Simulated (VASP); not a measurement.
# SiO2 (P2_13) in VASP: a series of runs, part 3 of 3

VASP 6.6.1. The steps go on from the part before.

**4. Single point, LDA (volume scaled by 1.06, then relaxed in part)**

INCAR reads:

```
SYSTEM = SiO2
PREC     = Accurate       ! precision mode
ENCUT    = 520            ! plane-wave cutoff, eV
EDIFF    = 1E-6           ! SCF threshold, eV
ISMEAR   = 0              ! smearing method
SIGMA    = 0.02           ! smearing width, eV
LREAL    = Auto         
LASPH    = .TRUE.         ! aspherical terms in the spheres
NELM     = 80             ! most SCF steps
ALGO     = Normal         ! electronic algorithm
ISIF     = 2              ! what is computed and relaxed
LWAVE    = .FALSE.        ! write WAVECAR
LCHARG   = .FALSE.        ! write CHGCAR
GGA      = CA             ! functional
NBANDS   = 82             ! bands
```

KPOINTS reads:

```
Automatic mesh
0
G
  4 4 4
  0 0 0
```

POSCAR reads:

```
SiO2
1.0
    7.1885640772      0.0000000000      0.0000000000
    0.0000000000      7.1885640772      0.0000000000
    0.0000000000      0.0000000000      7.1885640772
Si O
8 16
Direct
    0.2744060122      0.2744060122      0.2744060122
    0.2255939878      0.7255939878      0.7744060122
    0.7744060122      0.2255939878      0.7255939878
    0.7255939878      0.7744060122      0.2255939878
    1.0174013873      1.0174013873      1.0174013873
    0.4825986127     -0.0174013873      0.5174013873
    0.5174013873      0.4825986127     -0.0174013873
   -0.0174013873      0.5174013873      0.4825986127
    0.1458599282      0.1458599282      0.1458599282
    0.3541400718      0.8541400718      0.6458599282
    0.6458599282      0.3541400718      0.8541400718
    0.8541400718      0.6458599282      0.3541400718
    0.6390974129      0.6542601375      0.0581772257
    0.8609025871      0.3457398625      0.5581772257
    0.1390974129      0.8457398625      0.9418227743
    0.3609025871      0.1542601375      0.4418227743
    0.0581772257      0.6390974129      0.6542601375
    0.5581772257      0.8609025871      0.3457398625
    0.9418227743      0.1390974129      0.8457398625
    0.4418227743      0.3609025871      0.1542601375
    0.6542601375      0.0581772257      0.6390974129
    0.3457398625      0.5581772257      0.8609025871
    0.8457398625      0.9418227743      0.1390974129
    0.1542601375      0.4418227743      0.3609025871
```

Potentials or basis: VASP PAW LDA potentials, release 64 (Si, O).

On the command line:

```sh
$ cat potpaw_LDA.64/Si/POTCAR potpaw_LDA.64/O/POTCAR > POTCAR
$ mpirun -np 1 vasp_std > vasp.out
```

OUTCAR:

```text
SYSTEM = SiO2
   PREC = Accurate
   ENCUT = 520
   EDIFF = 1E-6
   ISMEAR = 0
   LREAL = Auto
   LASPH = .TRUE.
   NELM = 80
   ISIF = 2
   GGA = CA

 ion  position               nearest neighbor table
   1  0.274  0.274  0.274-   9 1.60  16 1.61  20 1.61  24 1.61   6 3.11   8 3.11   7 3.11
   2  0.226  0.726  0.774-  10 1.60  22 1.61  15 1.61  17 1.61   7 3.11   5 3.11   8 3.11
   3  0.774  0.226  0.726-  11 1.60  14 1.61  19 1.61  21 1.61   8 3.11   5 3.11   6 3.11
   4  0.726  0.774  0.226-  12 1.60  18 1.61  23 1.61  13 1.61   6 3.11   5 3.11   7 3.11
   5  0.017  0.017  0.017-   9 1.60  15 1.61  23 1.61  19 1.61   3 3.11   4 3.11   2 3.11
   6  0.483  0.983  0.517-  10 1.60  16 1.61  21 1.61  18 1.61   4 3.11   1 3.11   3 3.11
   7  0.517  0.483  0.983-  11 1.60  13 1.61  22 1.61  20 1.61   2 3.11   1 3.11   4 3.11
   8  0.983  0.517  0.483-  12 1.60  14 1.61  24 1.61  17 1.61   3 3.11   1 3.11   2 3.11
   9  0.146  0.146  0.146-   5 1.60   1 1.60
  10  0.354  0.854  0.646-   6 1.60   2 1.60
  11  0.646  0.354  0.854-   7 1.60   3 1.60
  12  0.854  0.646  0.354-   8 1.60   4 1.60
  13  0.639  0.654  0.058-   4 1.61   7 1.61
  14  0.861  0.346  0.558-   3 1.61   8 1.61
[... 8 lines left out ...]
  23  0.846  0.942  0.139-   4 1.61   5 1.61
  24  0.154  0.442  0.361-   1 1.61   8 1.61

  LATTYP: Found a simple cubic cell.
 ALAT       =     7.1885640772

  Lattice vectors:

 A1 = (   7.1885640772,   0.0000000000,   0.0000000000)
 A2 = (   0.0000000000,   7.1885640772,   0.0000000000)
 A3 = (   0.0000000000,   0.0000000000,   7.1885640772)

Analysis of symmetry for initial positions (statically):
=====================================================================
 Subroutine PRICEL returns:
 Original cell was already a primitive cell.

 Routine SETGRP: Setting up the symmetry group for a
 simple cubic supercell.

 Subroutine GETGRP returns: Found 12 space group operations
 (whereof  3 operations were pure point group operations)
 out of a pool of 48 trial point group operations.

The static configuration has the point symmetry C_3 .
 The point group associated with its full space group is T   .

[... 169 lines left out ...]
   LHFCALC =     F    Hartree Fock is set to
   AEXX    =    0.0000 exact exchange contribution
   IVDW    =     0    specifies the selected vdW correction
   LEPSILON=     F    determine dielectric tensor
   LRPA    =     F    only Hartree local field effects (RPA)
 non-spin polarized calculation
 Gauss-broadening in eV      SIGMA  =   0.02
  energy-cutoff  :      520.00
  volume of cell :      371.47
 maximum number of plane-waves:     10068
 NGX is ok and might be reduce to    54
   NGX = 27   NGY = 27   NGZ = 27

 number of electron     127.9999978 magnetization

 Free energy of the ion-electron system (eV)
  ---------------------------------------------------
  ext. energy  EPLUGINS =         0.00000000
  ---------------------------------------------------
  free energy    TOTEN  =      -207.42719323 eV

  energy without entropy =     -207.42719323  energy(sigma->0) =     -207.42719323

 E-fermi :  -0.5743     XC(G=0):  -8.5151

 val. band max:       -0.7081762296   @ k =   0.2500   0.2500   0.2500
 cond. band min:       4.7933354982   @ k =   0.0000   0.0000   0.0000
 fundamental gap:      5.5015117277
 Fermi energy:        -0.5743119495

 k-point     1 :       0.0000    0.0000    0.0000
  band No.  band energies     occupation
      1     -19.8419      2.00000
      2     -18.9316      2.00000
      3     -18.9316      2.00000
      4     -18.9316      2.00000
      5     -18.9161      2.00000
      6     -18.9161      2.00000
[... 858 lines left out ...]
     75       8.0858      0.00000
     76       8.0858      0.00000
 [bands above 76 left out]

------------------------ aborting loop because EDIFF is reached ----------------------------------------

  FORCE on cell =-STRESS in cart. coord.  units (eV):
  Direction    XX          YY          ZZ          XY          YZ          ZX
  --------------------------------------------------------------------------------------
  -------------------------------------------------------------------------------------
  Total       -0.6373874     -0.6373874     -0.6373874      0.0000000      0.0000000     -0.0000000
  in kB       -2.7490813     -2.7490813     -2.7490813      0.0000000      0.0000000     -0.0000000
  external PRESSURE =      -2.7490813 kB  Pullay stress =       0.0000000 kB

 VOLUME and BASIS-vectors are now :
 -----------------------------------------------------------------------------
  energy-cutoff  :      520.00
  volume of cell :      371.47
      direct lattice vectors                 reciprocal lattice vectors
     7.188564077  0.000000000  0.000000000     0.139109840  0.000000000  0.000000000
     0.000000000  7.188564077  0.000000000     0.000000000  0.139109840  0.000000000
     0.000000000  0.000000000  7.188564077     0.000000000  0.000000000  0.139109840

 POSITION                                       TOTAL-FORCE (eV/Angst)
 -----------------------------------------------------------------------------------
      1.97259      1.97259      1.97259         0.014721      0.014721      0.014721
      1.62170      5.21598      5.56687        -0.014721     -0.014721      0.014721
      5.56687      1.62170      5.21598         0.014721     -0.014721     -0.014721
      5.21598      5.56687      1.62170        -0.014721      0.014721     -0.014721
      0.12509      0.12509      0.12509         0.011746      0.011746      0.011746
      3.46919      7.06347      3.71937        -0.011746     -0.011746      0.011746
[... 16 lines left out ...]
      6.07966      6.77035      0.99991         0.000303      0.008344     -0.001549
      1.10891      3.17607      2.59437        -0.000303      0.008344      0.001549
 -----------------------------------------------------------------------------------
    total drift:                               -0.000000     -0.000000     -0.000000

  FREE ENERGIE OF THE ION-ELECTRON SYSTEM (eV)
  ---------------------------------------------------
  free  energy   TOTEN  =      -207.4271932310 eV

  energy  without entropy=     -207.4271932310  energy(sigma->0) =     -207.42719323
```

OSZICAR:

```text
N       E                     dE             d eps       ncg     rms          rms(c)
DAV:   1     0.879171855853E+03    0.87917E+03   -0.64838E+04  1804   0.140E+03
DAV:   2    -0.156446377676E+03   -0.10356E+04   -0.10079E+04  2282   0.334E+02
DAV:   3    -0.234218634603E+03   -0.77772E+02   -0.77441E+02  2128   0.986E+01
DAV:   4    -0.235462456552E+03   -0.12438E+01   -0.12405E+01  2192   0.135E+01
DAV:   5    -0.235491649540E+03   -0.29193E-01   -0.29162E-01  2168   0.197E+00    0.432E+01
DAV:   6    -0.208211218177E+03    0.27280E+02   -0.11682E+02  2096   0.354E+01    0.210E+01
DAV:   7    -0.207718792808E+03    0.49243E+00   -0.30461E+00  2224   0.535E+00    0.747E+00
DAV:   8    -0.207462533153E+03    0.25626E+00   -0.16078E-01  2152   0.175E+00    0.280E+00
DAV:   9    -0.207422402882E+03    0.40130E-01   -0.65799E-02  2200   0.112E+00    0.483E-01
DAV:  10    -0.207427129063E+03   -0.47262E-02   -0.99348E-03  2104   0.350E-01    0.183E-01
DAV:  11    -0.207427115171E+03    0.13892E-04   -0.32165E-03  2128   0.217E-01    0.308E-02
DAV:  12    -0.207427169928E+03   -0.54757E-04   -0.17171E-04  2120   0.553E-02    0.217E-02
DAV:  13    -0.207427189342E+03   -0.19414E-04   -0.16081E-05  2080   0.187E-02    0.193E-02
DAV:  14    -0.207427193445E+03   -0.41032E-05   -0.20575E-05  2088   0.183E-02    0.534E-03
DAV:  15    -0.207427193231E+03    0.21392E-06   -0.14711E-06  1488   0.794E-03
   1 F= -.20742719E+03 E0= -.20742719E+03  d E =-.762740E-22
```

Run time: 4.3 min. Hardware: 1 thread of AMD EPYC 9R45 (Zen 5), shared host; peak memory 0.39 GiB.

What came out:

```
Free energy            : -207.4272 eV
Pressure               : -0.3 GPa
Largest force          : 0.025 eV/Å
Band gap on the k mesh : 5.50 eV, indirect (the least direct gap lies 1.3 meV higher)
```

Forces in eV/Å, atoms in the order of the input:
```
Si   0.015  0.015  0.015
Si  -0.015 -0.015  0.015
Si   0.015 -0.015 -0.015
Si  -0.015  0.015 -0.015
Si   0.012  0.012  0.012
Si  -0.012 -0.012  0.012
Si   0.012 -0.012 -0.012
Si  -0.012  0.012 -0.012
O   -0.005 -0.005 -0.005
O    0.005  0.005 -0.005
O   -0.005  0.005  0.005
O    0.005 -0.005  0.005
O   -0.002  0.000 -0.008
O    0.002  0.000 -0.008
O   -0.002  0.000  0.008
O    0.002  0.000  0.008
O   -0.008 -0.002  0.000
O   -0.008  0.002  0.000
O    0.008 -0.002  0.000
O    0.008  0.002  0.000
O    0.000 -0.008 -0.002
O    0.000 -0.008  0.002
O    0.000  0.008 -0.002
O    0.000  0.008  0.002
```

 A k mesh can miss the band edges.

**5. The runs side by side**

| cell | gap on the mesh (eV) | pressure (GPa) | largest force (eV/Å) |
| --- | --- | --- | --- |
| a = 6.832 Å, 24 atoms | 5.86 | 2.0 | 0.06 |
| a = 6.906 Å, 24 atoms | 5.78 | 1.4 | 0.06 |
| a = 7.189 Å, 24 atoms | 5.50 | -0.3 | 0.03 |

Alike in all rows: task single point; level LDA; potentials or basis VASP PAW LDA potentials, release 64 (Si, O); no spin polarisation; k mesh 4 × 4 × 4; cutoff (eV) 520; smearing gaussian 0.02 eV.

Absolute energies hang on the potentials; compare differences alone.
